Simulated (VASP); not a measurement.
Set up this calculation in VASP 6.6.1, as the native input.

```
Task                   : single point
Functional             : LDA
Potentials or basis    : VASP PAW LDA potentials, release 64 (Mg, S)
Cutoff                 : 600 eV
k mesh                 : 7 × 7 × 7
Occupations            : methfessel-paxton, width 0.01 eV
Spin                   : no spin polarisation
Dipole correction      : no
Further INCAR settings : ALGO = Normal; EDIFF = 1e-06; NBANDS = 11
```

The structure of MgS lies in POSCAR:

```
MgS
1.0
    0.0000000000      2.5646616240      2.5646616240
    2.5646616240      0.0000000000      2.5646616240
    2.5646616240      2.5646616240      0.0000000000
Mg S
1 1
Direct
    0.0000000000      0.0000000000      0.0000000000
    0.5000000000      0.5000000000      0.5000000000
```

One way to write it, as run:

INCAR

```
SYSTEM = MgS
PREC     = Accurate       ! precision mode
ENCUT    = 600            ! plane-wave cutoff, eV
EDIFF    = 1E-6           ! SCF threshold, eV
ISMEAR   = 1              ! smearing method
SIGMA    = 0.01           ! smearing width, eV
LREAL    = .False.        ! projectors in reciprocal space
LASPH    = .True.         ! aspherical terms in the spheres
NELM     = 120            ! most SCF steps
ALGO     = Normal         ! electronic algorithm
ISIF     = 2              ! what is computed and relaxed
LWAVE    = .False.        ! write WAVECAR
LCHARG   = .True.         ! write CHGCAR
LELF     = .True.         ! ELF
LVHAR    = .True.       
NBANDS   = 11             ! bands
GGA_COMPAT= .False.
```

KPOINTS

```
Automatic mesh
0
Gamma
  7 7 7
  0 0 0
```

Potentials or basis: VASP PAW LDA potentials, release 64 (Mg, S).

Command:

```bash
$ cat potpaw_LDA.64/Mg/POTCAR potpaw_LDA.64/S/POTCAR > POTCAR
$ mpirun -np 1 vasp_std > vasp.out
```

Results of the run:

```
Pressure               : -0.6 GPa
Band gap on the k mesh : 2.87 eV (least direct gap 3.84 eV)
```

Caveat: an odd mesh through Γ misses points on the zone boundary, where band edges can lie.

It took 4.7 s on 1 thread of Intel(R) Xeon(R) Platinum 8481C CPU @ 2.70GHz (Sapphire Rapids) (shared host), peak memory 0.14 GiB.
